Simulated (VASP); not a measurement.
Runs of VASP 6.6.1 on Ir. The structure is that of space group Fm-3m (No. 225), or close to it. The cells are those of the table. 

```csv
cell,gap on the mesh (eV),pressure (GPa)
"a = 2.662 Å, angles 60.0°, 1 atom",none,(a)
"a = 2.722 Å, angles 60.0°, 1 atom",none,6.6
"a = 2.677 Å, angles 60.0°, 1 atom",none,28.3
"a = 2.766 Å, angles 60.0°, 1 atom",none,-9.5
"a = 2.692 Å, angles 60.0°, 1 atom",none,(b)
"a = 2.686, b = 2.686, c = 2.616 Å, angles 60.9, 60.9, 58.3°, 1 atom",none,(c)
"a = 2.780 Å, angles 60.0°, 1 atom",none,-13.9
"a = 2.794 Å, angles 60.0°, 1 atom",none,-17.9
```

Alike in all rows: task single point; level PBE; potentials or basis VASP PAW PBE potentials, release 64 (Ir); no spin polarisation; k mesh 22 × 22 × 22; cutoff (eV) 520; smearing gaussian 0.15 eV.

Question: Fill in the values left out.

Answer: (a) 37.1; (b) 20.2; (c) 37.8.

Caveats: spin-orbit coupling is left out, which moves the levels of the heavy elements.

A k mesh can miss the band edges, and the runs leave out spin-orbit coupling on Ir.

A gap of «none» marks levels without a gap at the run's occupations.
